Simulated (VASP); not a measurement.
Input of a VASP 6.6.1 run:

The input POSCAR:

```
GaAs
1.0
    0.0000000000      2.7886446409      2.7886446409
    2.7886446409      0.0000000000      2.7886446409
    2.7886446409      2.7886446409      0.0000000000
As Ga
1 1
Direct
    0.7500000000      0.7500000000      0.7500000000
    0.0000000000      0.0000000000      0.0000000000
```

Contents of INCAR.step1:

```
SYSTEM = GaAs
ALGO     = Normal         ! electronic algorithm
EDIFF    = 1E-5           ! SCF threshold, eV
ENCUT    = 520            ! plane-wave cutoff, eV
GGA      = PE             ! functional
ISIF     = 2              ! what is computed and relaxed
ISMEAR   = -1             ! smearing method
LASPH    = .True.         ! aspherical terms in the spheres
LCHARG   = .False.        ! write CHGCAR
LREAL    = .False.        ! projectors in reciprocal space
LWAVE    = .True.         ! write WAVECAR
NBANDS   = 16             ! bands
NELM     = 100            ! most SCF steps
PREC     = Accurate       ! precision mode
SIGMA    = 0.05           ! smearing width, eV
```

INCAR.step2

```
SYSTEM = GaAs
AEXX     = 0.25           ! exact-exchange fraction
ALGO     = Normal         ! electronic algorithm
EDIFF    = 1E-6           ! SCF threshold, eV
ENCUT    = 520            ! plane-wave cutoff, eV
GGA      = PS             ! functional
HFSCREEN = 0.207          ! screening, 1/A
ISIF     = 2              ! what is computed and relaxed
ISMEAR   = -1             ! smearing method
ISTART   = 1            
LASPH    = .True.         ! aspherical terms in the spheres
LCHARG   = .False.        ! write CHGCAR
LHFCALC  = .True.         ! exact exchange
LREAL    = .False.        ! projectors in reciprocal space
LWAVE    = .False.        ! write WAVECAR
NBANDS   = 16             ! bands
NELM     = 100            ! most SCF steps
PREC     = Accurate       ! precision mode
PRECFOCK = Normal       
SIGMA    = 0.05           ! smearing width, eV
```

KPOINTS

```
k-points
0
Gamma
  4 4 4
  0 0 0
```

Potentials or basis: VASP PAW PBE potentials, release 64 (As, Ga_d).

Launch:

```sh
$ cat potpaw_PBE.64/As/POTCAR potpaw_PBE.64/Ga_d/POTCAR > POTCAR
$ cp INCAR.step1 INCAR
$ mpirun -np 1 vasp_std > vasp.out
$ cp INCAR.step2 INCAR
$ mpirun -np 1 vasp_std > vasp.out
```

Task: What does it give for the band gap on the k mesh?

Result: 1.73 eV.

Task: Predict the pressure.

Result: 2.5 GPa.

Caveat: the k points lie up to 0.49 Å⁻¹ apart; the PAW data sets were made with another functional, which shifts forces and pressure a little. A k mesh can miss the band edges.
